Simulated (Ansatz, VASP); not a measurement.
**Two plane-wave programs on KYTl2F6**

```
F K Y Tl
1.0
     0.00000    4.49252    4.49252
     4.49252    0.00000    4.49252
     4.49252    4.49252    0.00000
F K Y Tl
6 1 1 2
Direct
  0.77500 0.22500 0.22500
  0.22500 0.77500 0.22500
  0.22500 0.77500 0.77500
  0.77500 0.22500 0.77500
  0.22500 0.22500 0.77500
  0.77500 0.77500 0.22500
  0.50000 0.50000 0.50000
  0.00000 0.00000 0.00000
  0.25000 0.25000 0.25000
  0.75000 0.75000 0.75000
```

Alike in both runs: task single point; functional r2SCAN; k mesh 5 × 5 × 5; occupations methfessel-paxton of order 1, width 0.029 eV; no spin polarisation.

|  | VASP | Ansatz |
| --- | --- | --- |
| version | VASP 6.6.1 | Ansatz 0.2.0 |
| potentials or method | VASP PAW PBE potentials, release 64 (F, K_sv, Y_sv, Tl_d), cutoff 520 eV | PAW plane waves |
| valence electrons in the cell | 88 | 88 |

```tsv
	VASP	Ansatz	Ansatz less VASP
gap on the k mesh at the Fermi level (eV)	5.33	5.33	0.000
pressure (GPa)	10.2	10.2	+0.02
rms of the force components (eV/Å)	1.149	1.137	-0.0122
```

VASP's potentials were made for PBE, not for r2SCAN. Atom by atom the forces differ by 0.012 eV/Å (rms over components).

Spin-orbit coupling is off throughout.
